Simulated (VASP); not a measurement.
Ag:

```
CELL_PARAMETERS angstrom
2.62951 0.00000 0.00000
0.00000 2.62951 0.00000
0.00000 0.00000 2.62951
ATOMIC_POSITIONS crystal
Ag 0.00000 0.00000 0.00000
```

```yaml
Program: VASP 6.6.1
Task: relaxation of cell and atoms
Functional: PBEsol
Potentials_or_basis: VASP PAW PBE potentials, release 64 (Ag)
Cutoff: 500 eV
k_mesh: 6 × 6 × 6
Occupations: gaussian, width 0.1 eV
Spin: no spin polarisation
```

At the start: pressure 6.9 GPa; volume 18.18 Å³/atom.

Problem. How do energy, volume and symmetry change on relaxing?

Solution. Over 3 steps the energy falls by 24.7 meV/atom and the volume is 19.41 Å³/atom (+6.8 %); space group Pm-3m (No. 221, to 0.05 Å).

The path:
| step | energy change (eV) | largest force (eV/Å) | pressure (GPa) | volume (Å³) |
| --- | --- | --- | --- | --- |
| 1 | 0.0000 | 0.0000 | 6.91 | 18.18 |
| 2 | -0.0141 | 0.0000 | -3.56 | 20.33 |
| 3 | -0.0247 | 0.0000 | 0.00 | 19.41 |

Final structure:
```
Ag
1.0
     2.68768    0.00000    0.00000
     0.00000    2.68768    0.00000
     0.00000    0.00000    2.68768
Ag
1
Direct
  0.00000 0.00000 0.00000
```

Caveat: the k points lie up to 0.39 Å⁻¹ apart in the final cell; the PAW data sets were made with another functional, which shifts forces and pressure a little.
